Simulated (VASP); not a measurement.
**InAs: single point with LDA**

Crystal: InAs.

```
In As
1.0
     0.00000    3.05356    3.05356
     3.05356    0.00000    3.05356
     3.05356    3.05356    0.00000
In As
1 1
Direct
  0.25000 0.25000 0.25000
  0.00000 0.00000 0.00000
```

```yaml
Program: VASP 6.6.1
Task: single point
Functional: LDA
Potentials_or_basis: VASP PAW LDA potentials, release 64 (In_d, As)
Cutoff: 520 eV
k_mesh: 6 × 6 × 6
Occupations: gaussian, width 0.1 eV
Spin: no spin polarisation
Dipole_correction: no
Further_INCAR_settings: ALGO = Normal; EDIFF = 1e-06; NBANDS = 16
```

The pressure is -2.0 GPa. The band gap on the k mesh is zero (filled and empty bands touch).

Levels at points of the mesh, in eV from the Fermi level:
```
           k point  band 6  band 7  band 8  band 9  band 10  band 11  band 12  band 13
(0.00, 0.00, 0.00)  -11.76   -0.58   -0.03   -0.03    -0.03     3.77     3.77     3.77
(0.50, 0.00, 0.00)  -10.37   -5.73   -0.99   -0.99     0.71     4.55     4.55     6.61
(0.50, 0.50, 0.00)   -9.85   -5.83   -2.28   -2.28     1.43     1.91     8.78     8.89
```

Wall time 16 s on 1 thread of AMD EPYC 7R13, on a shared host, peak memory 0.13 GiB.

Caveat: semilocal functionals underestimate gaps, and a narrow one can read as zero; spin-orbit coupling is left out, which moves the levels of the heavy elements.
